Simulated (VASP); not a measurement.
**I: single point with PBE**

The system is I.

```xyz
4
Lattice="3.7063 -2.4420 0.0000 3.7063 2.4420 0.0000 0.0000 0.0000 9.9855" Properties=species:S:1:pos:R:3 pbc="T T T"
I     3.7063   -0.7292    3.8384
I     3.7063    1.7128    1.1543
I     3.7063    0.7292    6.1471
I     3.7063   -1.7128    8.8312
```

```yaml
Program: VASP 6.6.1
Task: single point
Functional: PBE
Potentials_or_basis: VASP PAW PBE potentials, release 64 (I)
Cutoff: 520 eV
k_mesh: 7 × 7 × 3
Occupations: fermi-dirac, width 0.05 eV
Spin: no spin polarisation
Dipole_correction: no
Further_INCAR_settings: ALGO = Normal; EDIFF = 1e-07; NBANDS = 22
```

The pressure is 0.3 GPa, the largest force is 0.369 eV/Å and the band gap on the k mesh is 1.21 eV, indirect (least direct gap 1.27 eV).

Forces on the atoms (eV/Å):
```
I    0.000 -0.105 -0.354
I    0.000 -0.105  0.354
I    0.000  0.105  0.354
I    0.000  0.105 -0.354
```

Stress tensor (GPa, compression positive):
```
 0.89  0.00  0.00
 0.00 -0.04  0.00
 0.00  0.00  0.04
```

Levels at points of the mesh, in eV from the valence-band top:
```tsv
k point	band 10	band 11	band 12	band 13	band 14	band 15	band 16	band 17	band 18	band 19
(0.00, 0.00, 0.00)	-1.06	-1.02	-0.48	-0.07	0.00	1.27	2.07	5.28	5.45	5.56
```

Run time: 87 s on 1 thread of AMD EPYC 9R14 (Zen 4) (shared host), peak memory 0.3 GiB.

Caveat: spin-orbit coupling is left out, which moves the levels of the heavy elements. A k mesh can miss the band edges.
